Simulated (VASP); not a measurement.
# Ti5Si (C2) in VASP: single point with PBE

Aim: the single point of Ti5Si with PBE.

Program: VASP 6.6.1. These are calculated values, not measurements. Logs are shortened: lines on timing, memory, paths and dates and some standing lists are left out, and cuts for length are marked.

## 1. The cell of the first run

It takes space group C2 (No. 5, monoclinic). The conventional cell has a = 8.728 Å, b = 5.068 Å, c = 5.230 Å, α = 90.00°, β = 122.80°, γ = 90.00°. Within 3.7 Å of Ti (site symmetry 1) lie 12 Ti at 2.80 to 3.66 Å and 3 Si at 2.92 to 2.93 Å. Within 3.7 Å of Ti (site symmetry 1) lie 12 Ti at 2.68 to 3.66 Å and 2 Si at 2.70 to 2.71 Å. Ti (site symmetry 2) has 2 Si at 2.67 Å and 10 Ti at 2.68 to 3.47 Å within 3.5 Å. Si (site symmetry 2) has 12 Ti at 2.67 to 2.93 Å within 3.5 Å.

## 2. Single point, PBE (uniaxial strain along a: -1.5 %, then relaxed in part)

Input file INCAR:

```
ALGO = Fast
EDIFF = 1E-6
ENCUT = 520
GGA = PE
ISIF = 2
ISMEAR = 0
KPAR = 4
LASPH = True
LCHARG = False
LREAL = False
LWAVE = False
NBANDS = 41
NELM = 80
PREC = Accurate
SIGMA = 0.1
```

Input file KPOINTS:

```
k-points
0
Gamma
  12 12 12
```

Input file POSCAR:

```
Ti5Si
1.0
    2.4862986954      1.4354652210      4.3718466674
   -2.5598770648      1.4478971849      4.4096128484
   -0.0260227882     -2.9408671612      4.4096128483
Ti Si
5 1
Direct
    0.1516376303      0.1510562439      0.1496126301
    0.6037062597      0.3958641011      0.0005286511
    0.0000000000      0.6041090394      0.3958909606
    0.8483623697      0.8503873699      0.8489437561
    0.3962937403     -0.0005286511      0.6041358989
    0.5000000000      0.4991118969      0.5008881031
```

Potentials or basis: VASP PAW PBE potentials, release 64 (Ti_sv, Si).

Launch:

```sh
$ cat potpaw_PBE.64/Ti_sv/POTCAR potpaw_PBE.64/Si/POTCAR > POTCAR
$ mpirun -np 4 vasp_std > vasp.out
```

OUTCAR:

```text
EDIFF = 1E-6
   ENCUT = 520
   GGA = PE
   ISIF = 2
   ISMEAR = 0
   LASPH = True
   LREAL = False
   NELM = 80
   PREC = Accurate

 ion  position               nearest neighbor table
   1  0.152  0.151  0.150-   2 2.80   3 2.83   5 2.84   2 2.84   5 2.86   3 2.89   6 2.92   6 2.92
                             6 2.93
   2  0.604  0.396  0.001-   3 2.68   3 2.69   5 2.69   5 2.69   6 2.70   6 2.71   1 2.80   4 2.84
                             1 2.84   4 2.86
   3  0.000  0.604  0.396-   6 2.67   6 2.67   2 2.68   5 2.68   2 2.69   5 2.69   4 2.83   1 2.83
                             4 2.89   1 2.89
   4  0.848  0.850  0.849-   5 2.80   3 2.83   2 2.84   5 2.84   2 2.86   3 2.89   6 2.92   6 2.92
                             6 2.93
   5  0.396  0.999  0.604-   3 2.68   3 2.69   2 2.69   2 2.69   6 2.70   6 2.71   4 2.80   1 2.84
                             4 2.84   1 2.86
   6  0.500  0.499  0.501-   3 2.67   3 2.67   2 2.70   5 2.70   2 2.71   5 2.71   1 2.92   4 2.92
                             1 2.92   4 2.92   4 2.93   1 2.93

  LATTYP: Found a base centered monoclinic cell.
 ALAT       =     8.7281276677
 B/A-ratio  =     0.5806180599
 C/A-ratio  =     0.5992382553
 COS(beta)  =    -0.5416569617

  Lattice vectors:

 A1 = (  -5.0461757602,   0.0124319639,   0.0377661810)
 A2 = (  -2.5123214836,  -4.3763323822,   0.0377661809)
 A3 = (   2.4862986954,   1.4354652210,   4.3718466674)

Analysis of symmetry for initial positions (statically):
=====================================================================
 Subroutine PRICEL returns:
 Original cell was already a primitive cell.

 Routine SETGRP: Setting up the symmetry group for a
 base centered monoclinic supercell.

 Subroutine GETGRP returns: Found  2 space group operations
 (whereof  2 operations were pure point group operations)
 out of a pool of  4 trial point group operations.

The static configuration has the point symmetry C_2 .

Analysis of symmetry for dynamics (positions and initial velocities):
=====================================================================
 Subroutine PRICEL returns:
 Original cell was already a primitive cell.

 Routine SETGRP: Setting up the symmetry group for a
 base centered monoclinic supercell.

 Subroutine GETGRP returns: Found  2 space group operations
 (whereof  2 operations were pure point group operations)
 out of a pool of  4 trial point group operations.

The dynamic configuration has the point symmetry C_2 .

 Subroutine INISYM returns: Found  2 space group operations
 (whereof  2 operations are pure point group operations),
 and found     1 'primitive' translations

----------------------------------------------------------------------------------------

                                     Primitive cell

  volume of cell :      97.2327

  direct lattice vectors                    reciprocal lattice vectors
     2.486298695  1.435465221  4.371846667     0.199035335  0.114913104  0.077812643
    -2.559877065  1.447897185  4.409612848    -0.197329269  0.113926461  0.074815531
    -0.026022788 -2.940867161  4.409612848    -0.000001425 -0.227855390  0.074815531

  length of vectors
     5.230227996  5.300383224  5.300383224     0.242641491  0.239823774  0.239823774

  position of ions in fractional coordinates (direct lattice)
     0.151637630  0.151056244  0.149612630
     0.603706260  0.395864101  0.000528651
     1.000000000  0.604109039  0.395890961
     0.848362370  0.850387370  0.848943756
     0.396293740  0.999471349  0.604135899
     0.500000000  0.499111897  0.500888103

  ion indices of the primitive-cell ions
   primitive index   ion index
                 1           1
                 2           2
                 3           3
                 4           4
                 5           5
                 6           6

----------------------------------------------------------------------------------------

 KPOINTS: k-points

Automatic generation of k-mesh.
 Grid dimensions read from file:
 generate k-points for:   12   12   12

 Generating k-lattice:

  Cartesian coordinates                     Fractional coordinates (reciprocal lattice)
     0.016586278  0.009576092  0.006484387     0.083333333 -0.000000000 -0.000000000
    -0.016444106  0.009493872  0.006234628    -0.000000000  0.083333333 -0.000000000
    -0.000000119 -0.018987949  0.006234628     0.000000000  0.000000000  0.083333333

  Length of vectors
     0.020220124  0.019985314  0.019985314

  Shift w.r.t. Gamma in fractional coordinates (k-lattice)
     0.000000000  0.000000000  0.000000000

 Subroutine IBZKPT returns following result:
 ===========================================

 Found    476 irreducible k-points:

 Following reciprocal coordinates:
            Coordinates               Weight
  0.000000  0.000000  0.000000      1.000000
  0.083333 -0.000000  0.000000      2.000000
  0.166667 -0.000000  0.000000      2.000000
  0.250000  0.000000 -0.000000      2.000000
  0.333333  0.000000 -0.000000      2.000000
  0.416667 -0.000000 -0.000000      2.000000
[... 16 lines left out ...]
  0.250000  0.166667  0.000000      4.000000
  0.333333  0.166667 -0.000000      4.000000
 [... further k-points ...]
   k-points           NKPTS =    476   k-points in BZ     NKDIM =    476   number of bands    NBANDS=     41
   number of dos      NEDOS =    301   number of ions     NIONS =      6
   total plane-waves  NPLWV =  64000
   dimension x,y,z NGX =    40 NGY =   40 NGZ =   40
   dimension x,y,z NGXF=    80 NGYF=   80 NGZF=   80
   ions per type =               5   1
   NGX,Y,Z   is equivalent  to a cutoff of  12.71, 12.55, 12.55 a.u.
   NGXF,Y,Z  is equivalent  to a cutoff of  25.43, 25.09, 25.09 a.u.
 SYSTEM =  unknown system
   PREC   = accura    normal or accurate (medium, high low for compatibility)
   ISTART =      0    job   : 0-new  1-cont  2-samecut
   ICHARG =      2    charge: 1-file 2-atom 10-const
   ISPIN  =      1    spin polarized calculation?
   LNONCOLLINEAR =      F non collinear calculations
   LSORBIT =      F    spin-orbit coupling
   LASPH  =      T    aspherical Exc in radial PAW
   ENCUT  =  520.0 eV  38.22 Ry    6.18 a.u.   9.72  9.86  9.86*2*pi/ulx,y,z
   NELM   =     80;   NELMIN=  2; NELMDL= -5     # of ELM steps
   EDIFF  = 0.1E-05   stopping-criterion for ELM
   LREAL  =      F    real-space projection
   EDIFFG = 0.1E-04   stopping-criterion for IOM
   NSW    =      0    number of steps for IOM
   IBRION =     -1    ionic relax: 0-MD 1-quasi-New 2-CG
   NFREE  =      0    steps in history (QN), initial steepest desc. (CG)
   ISIF   =      2    stress and relaxation
   ISYM   =      2    0-nonsym 1-usesym 2-fastsym
   POTIM  = 0.5000    time-step for ionic-motion
   TEBEG  =    0.0;   TEEND  =   0.0 temperature during run
   PSTRESS=    0.0 pullay stress
   NELECT =      64.0000    total number of electrons
   NUPDOWN=      -1.0000    fix difference up-down
   EMIN   =  10.00;   EMAX   =-10.00  energy-range for DOS
   EFERMI =   0.00;   METHOD = LEGACY
   ISMEAR =     0;   SIGMA  =   0.10  broadening in eV -4-tet -1-fermi 0-gaus
   EFERMI_NEDOS =   21; number of points for ismear=-14 and -15
   IALGO  =     68    algorithm
   IMIX   =      4    mixing-type and parameters
     AMIX     =   0.40;   BMIX     =  1.00
     AMIX_MAG =   1.60;   BMIX_MAG =  1.00
  volume/ion in A,a.u.               =      16.21       109.36
  Fermi-wavevector in a.u.,A,eV,Ry     =   1.424068  2.691098 27.592192  2.027969
  Thomas-Fermi vector in A             =   2.544598
   LORBIT       =      0    0 simple, 1 ext, 2 COOP (PROOUT), +10 PAW based schemes
   GGA     = PE    functional components
   LHFCALC =     F    Hartree Fock is set to
   AEXX    =    0.0000 exact exchange contribution
   IVDW    =     0    specifies the selected vdW correction
   LEPSILON=     F    determine dielectric tensor
   LRPA    =     F    only Hartree local field effects (RPA)
 non-spin polarized calculation
 RMM-DIIS sequential band-by-band and
 Gauss-broadening in eV      SIGMA  =   0.10
  energy-cutoff  :      520.00
  volume of cell :       97.23
 maximum number of plane-waves:      2641
   NGX = 19   NGY = 19   NGZ = 19

 number of electron      63.9999997 magnetization

 Free energy of the ion-electron system (eV)
  ---------------------------------------------------
  ext. energy  EPLUGINS =         0.00000000
  ---------------------------------------------------
  free energy    TOTEN  =       -46.36446450 eV

  energy without entropy =      -46.33843312  energy(sigma->0) =      -46.35144881

 E-fermi :   8.8460     XC(G=0): -11.6309

 val. band max:        8.8448868237   @ k =   0.0833  -0.2500   0.2500
 cond. band min:       8.8478009054   @ k =   0.1667  -0.3333   0.3333
 fundamental gap:      0.0029140818
 Fermi energy:         8.8459925826

 k-point     1 :       0.0000    0.0000    0.0000
  band No.  band energies     occupation
      1     -47.9090      2.00000
      2     -47.8346      2.00000
      3     -47.6941      2.00000
      4     -47.5656      2.00000
      5     -47.5623      2.00000
      6     -24.4038      2.00000
[... 33 lines left out ...]
     40      10.6055      0.00000
     41      10.6416      0.00000

 k-point     2 :       0.0833   -0.0000    0.0000
  band No.  band energies     occupation
      1     -47.9073      2.00000
      2     -47.8355      2.00000
      3     -47.6927      2.00000
      4     -47.5657      2.00000
      5     -47.5645      2.00000
      6     -24.4008      2.00000
[... 33 lines left out ...]
     40      10.5954      0.00000
     41      10.7276      0.00000

 k-point     3 :       0.1667   -0.0000    0.0000
  band No.  band energies     occupation
      1     -47.9026      2.00000
      2     -47.8380      2.00000
      3     -47.6886      2.00000
      4     -47.5713      2.00000
      5     -47.5655      2.00000
      6     -24.3936      2.00000
[... 875 lines left out ...]
      2     -47.8403      2.00000
      3     -47.6866      2.00000
      4     -47.5792      2.00000
      5     -47.5639      2.00000
      6     -24.3792      2.00000
[... 33 lines left out ...]
     40      10.7797      0.00000
     41      10.8338      0.00000

 k-point    24 :       0.3333    0.1667   -0.0000
  band No.  band energies     occupation
      1     -47.8894      2.00000
      2     -47.8443      2.00000
      3     -47.6802      2.00000
      4     -47.5884      2.00000
      5     -47.5644      2.00000
      6     -24.3752      2.00000
[... 33 lines left out ...]
     40      10.7553      0.00000
     41      11.0120      0.00000

 [... further k-points ...]

------------------------ aborting loop because EDIFF is reached ----------------------------------------

  FORCE on cell =-STRESS in cart. coord.  units (eV):
  Direction    XX          YY          ZZ          XY          YZ          ZX
  --------------------------------------------------------------------------------------
  -------------------------------------------------------------------------------------
  Total        0.4312466      0.0489749      1.1145990      0.3310570      0.4168738      0.7220465
  in kB        7.1059751      0.8069959     18.3660892      5.4550761      6.8691436     11.8977052
  external PRESSURE =       8.7596867 kB  Pullay stress =       0.0000000 kB

 VOLUME and BASIS-vectors are now :
 -----------------------------------------------------------------------------
  energy-cutoff  :      520.00
  volume of cell :       97.23
      direct lattice vectors                 reciprocal lattice vectors
     2.486298695  1.435465221  4.371846667     0.199035335  0.114913104  0.077812643
    -2.559877065  1.447897185  4.409612848    -0.197329269  0.113926461  0.074815531
    -0.026022788 -2.940867161  4.409612848    -0.000001425 -0.227855390  0.074815531

 POSITION                                       TOTAL-FORCE (eV/Angst)
 -----------------------------------------------------------------------------------
     -0.01356     -0.00361      1.98877         0.003279      0.002186      0.002280
      0.48762      1.43822      4.38725        -0.000213     -0.000040      0.002271
     -1.55675     -0.28957      4.40961         0.000760     -0.001317     -0.000000
     -0.08970     -0.04756     11.20230        -0.003533     -0.001747     -0.002280
     -1.58894      0.23931      8.80382         0.000141      0.000165     -0.002271
     -0.04755     -0.03265      6.59554        -0.000435      0.000753      0.000000
 -----------------------------------------------------------------------------------
    total drift:                               -0.000059      0.000102     -0.000000

  FREE ENERGIE OF THE ION-ELECTRON SYSTEM (eV)
  ---------------------------------------------------
  free  energy   TOTEN  =       -46.3644645032 eV

  energy  without entropy=      -46.3384331197  energy(sigma->0) =      -46.35144881
```

It took 18 min on 4 MPI ranks of Intel Xeon Platinum 8488C (Sapphire Rapids), shared host; peak memory 1.3 GiB.

Results:

* Free energy: -46.3645 eV
* Pressure: 0.9 GPa
* Largest force: 0.005 eV/Å
* Band gap on the k mesh: zero (bands 32 and 33 overlap by 0.59 eV)

Forces in eV/Å, atoms in the order of the input:
```
Ti   0.003  0.002  0.002
Ti   0.000  0.000  0.002
Ti   0.001 -0.001  0.000
Ti  -0.004 -0.002 -0.002
Ti   0.000  0.000 -0.002
Si   0.000  0.001  0.000
```

Levels at points of the mesh, in eV from the Fermi level:
```tsv
k point	band 28	band 29	band 30	band 31	band 32	band 33	band 34	band 35	band 36	band 37
(0.00, 0.00, 0.00)	-1.10	-0.92	-0.90	-0.72	-0.10	-0.05	-0.01	1.05	1.07	1.47
(0.50, 0.00, 0.00)	-1.59	-1.11	-0.74	-0.51	0.34	0.56	0.60	0.71	0.75	1.14
(0.00, 0.50, 0.00)	-1.54	-1.10	-0.74	-0.49	0.37	0.55	0.62	0.70	0.78	1.11
(0.50, 0.50, 0.00)	-1.46	-1.32	-0.55	-0.38	-0.13	-0.07	0.67	0.74	0.98	1.40
(0.00, 0.50, 0.50)	-1.42	-1.32	-0.54	-0.39	-0.08	-0.04	0.71	0.72	1.00	1.40
(0.50, 0.50, 0.50)	-1.43	-0.82	-0.59	-0.58	-0.11	0.23	0.27	0.87	1.27	1.30
```

Caveat: the cell differs from its parent crystal (uniaxial strain along a: -1.5 %, then relaxed in part).
